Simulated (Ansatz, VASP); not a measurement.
**SnTe in VASP and in Ansatz**

File INCAR:

```
PREC = Accurate
ENCUT = 500
EDIFF = 1E-6
ISMEAR = 0
SIGMA = 0.03
LREAL = False
LASPH = True
NELM = 120
ALGO = Normal
ISIF = 2
LWAVE = False
LCHARG = False
GGA = PS
NBANDS = 17
GGA_COMPAT = False
```

Contents of KPOINTS:

```
Automatic mesh
0
Gamma
  10 10 10
```

Contents of POSCAR:

```
SnTe
1.0
    0.0000000000      3.3143250000      3.3143250000
    3.3143250000      0.0000000000      3.3143250000
    3.3143250000      3.3143250000      0.0000000000
Sn Te
1 1
Direct
    0.0000000000      0.0000000000      0.0000000000
    0.5000000000      0.5000000000      0.5000000000
```

Input for Ansatz:

```yaml
crystal:
  lattice:
    - [0.0, 3.314325, 3.314325]
    - [3.314325, 0.0, 3.314325]
    - [3.314325, 3.314325, 0.0]
  atoms:
    - { symbol: Sn, position: [0.0, 0.0, 0.0] }
    - { symbol: Te, position: [0.5, 0.5, 0.5] }
basis:
  ecutwfc: 420
kpoints:
  mp_grid: { grid: [10, 10, 10] }
hamiltonian:
  xc: pbesol
scf:
  occupations: { method: gaussian, width: 0.03 }
output:
  forces: true
  stress: true
  eigenvalues: true
```

Change from the starting cell: strain +0.050 along x and y, +0.050 along z, atoms carried along.

Alike in both runs: task single point; functional PBEsol; k mesh 10 × 10 × 10; occupations gaussian, width 0.03 eV; no spin polarisation.

|  | VASP | Ansatz |
| --- | --- | --- |
| version | VASP 6.6.1 | Ansatz 0.2.0 |
| potentials or method | VASP PAW PBE potentials, release 64 (Sn_d, Te), cutoff 500 eV | scalar-relativistic, plane waves, PAW |
| valence electrons in the cell | 20 | 30 |

Ansatz gave:

```
gap on the k mesh at the Fermi level (eV) : 0.25
least direct gap on the mesh (eV)         : 0.25
pressure (GPa)                            : -5.2
```

Question: What did VASP give for the same quantities?

Answer: gap on the k mesh at the Fermi level (eV): 0.25; least direct gap on the mesh (eV): 0.25; pressure (GPa): -5.3.

VASP's potentials were made for PBE, not for PBEsol. The functional is the same, so the differences come from potentials, cutoffs and numerics. VASP's potentials hold 20 valence electrons a cell and Ansatz's 30, so a difference there can come from the potentials and not from the codes.

Neither program's run includes spin-orbit coupling.
